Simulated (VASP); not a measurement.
NiO2, 3 atoms in the cell. It takes space group P-3m1 (No. 164, trigonal). Conventional cell: a = 2.842 Å, b = 2.842 Å, c = 4.772 Å, α = 90.00°, β = 90.00°, γ = 120.00°. Ni (site symmetry -3m) has 6 O at 2.00 Å within 2.6 Å. O (site symmetry 3m) has 3 Ni at 2.00 Å within 2.6 Å.  This cell differs from its parent crystal: c/a of the conventional cell at fixed volume 1.6790.

```yaml
Program: VASP 6.6.1
Task: single point
Functional: PBEsol
Potentials_or_basis: VASP PAW PBE potentials, release 64 (Ni, O)
Cutoff: 520 eV
k_mesh: 12 × 12 × 6
Occupations: gaussian, width 0.05 eV
Spin: no spin polarisation
Dipole_correction: no
Further_INCAR_settings: ALGO = Normal; EDIFF = 1e-07; NBANDS = 18
```

Potentials or basis: VASP PAW PBE potentials, release 64 (Ni, O).

Launch:

```console
$ cat potpaw_PBE.64/Ni/POTCAR potpaw_PBE.64/O/POTCAR > POTCAR
$ mpirun -np 1 vasp_std > vasp.out
```

Hardware: 1 thread of AMD EPYC 7R13 (shared host).

**Question.** Estimate the wall time of this run.

**Answer.** Wall time 2.1 min on 1 thread of AMD EPYC 7R13, with other jobs on the host, peak memory 0.16 GiB. Counts: scf iterations 17, k points 100.
